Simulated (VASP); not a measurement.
A run of VASP 6.6.1 is set up as follows.

INCAR

```
ALGO     = Normal         # electronic algorithm
EDIFF    = 1E-6           # SCF threshold, eV
ENCUT    = 520            # plane-wave cutoff, eV
GGA      = PE             # functional
ISIF     = 2              # what is computed and relaxed
ISMEAR   = 0              # smearing method
IVDW     = 12             # dispersion correction
LASPH    = T              # aspherical terms in the spheres
LCHARG   = F              # write CHGCAR
LREAL    = F              # projectors in reciprocal space
LWAVE    = F              # write WAVECAR
NBANDS   = 38             # bands
NELM     = 60             # most SCF steps
PREC     = Accurate       # precision mode
SIGMA    = 0.02           # smearing width, eV
```

Contents of KPOINTS:

```
k-points
0
Gamma
  6 4 4
```

File POSCAR:

```
F
1.0
    3.6064243731      0.0375486715     -0.0407706350
   -0.2017892009      6.3802334483     -0.0894259460
   -0.2521812045     -0.2756970100      6.6688530663
F
8
Direct
    0.4120531138      0.1667025373      0.3616939339
    0.9394437879      0.7539652988      0.2604027839
    0.9083020321      0.2553863797      0.9312961685
    0.4195923590      0.6461155372      0.6987092525
    0.5804076410      0.3538844628      0.3012907475
    0.0916979679      0.7446136203      0.0687038315
    0.0605562121      0.2460347012      0.7395972161
    0.5879468862      0.8332974627      0.6383060661
```

Potentials or basis: VASP PAW PBE potentials, release 64 (F).

Run with:

```console
$ cat potpaw_PBE.64/F/POTCAR > POTCAR
$ mpirun -np 1 vasp_std > vasp.out
```

Question: What does it give for the pressure?

Answer: 0.1 GPa.

Question: Predict the band gap on the k mesh.

Answer: 3.10 eV.

Question: Estimate the largest force.

Answer: 0.377 eV/Å.

Question: Estimate the dispersion energy per atom.

Answer: -0.023 eV.

Forces on the atoms (eV/Å):
```
F   -0.156 -0.322  0.117
F   -0.158  0.000  0.339
F   -0.157  0.001  0.340
F   -0.156 -0.324  0.115
F    0.156  0.324 -0.115
F    0.157 -0.001 -0.340
F    0.158  0.000 -0.339
F    0.156  0.322 -0.117
```

A k mesh can miss the band edges.
